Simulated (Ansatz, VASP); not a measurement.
**One calculation of Ni, two programs**

```
Ni
1.0
     0.00000    1.71246    1.71246
     1.71246    0.00000    1.71246
     1.71246    1.71246    0.00000
Ni
1
Direct
  0.00000 0.00000 0.00000
```

Alike in both runs: task single point; functional LDA; k mesh 8 × 8 × 8; occupations fermi-dirac, width 0.05 eV; collinear spin.

```csv
,VASP,Ansatz
version,VASP 6.6.1,Ansatz 0.2.0
potentials or method,"VASP PAW LDA potentials, release 64 (Ni), cutoff 520 eV","plane waves (420 eV) with PAW, scalar-relativistic"
valence electrons in the cell,10,18
```

|  | VASP | Ansatz | Ansatz less VASP |
| --- | --- | --- | --- |
| pressure (GPa) | 0.2 | 0.3 | +0.10 |
| net moment per atom (μB) | 0.70 | 0.70 | 0.000 |
| size of the moment on the site where the two differ most (μB) | 0.70 | 0.72 | +0.026 |

Ansatz warns that its potentials were made for another functional, while VASP's fit it. LDA's correlation is that of Perdew and Zunger in VASP and of Perdew and Wang (1992) in Ansatz. Site moments also hang on the region over which each program counts them. VASP's potentials hold 10 valence electrons a cell and Ansatz's 18, so a difference there can come from the potentials and not from the codes.

The k mesh is coarse, so the values compare programs but aren't converged.
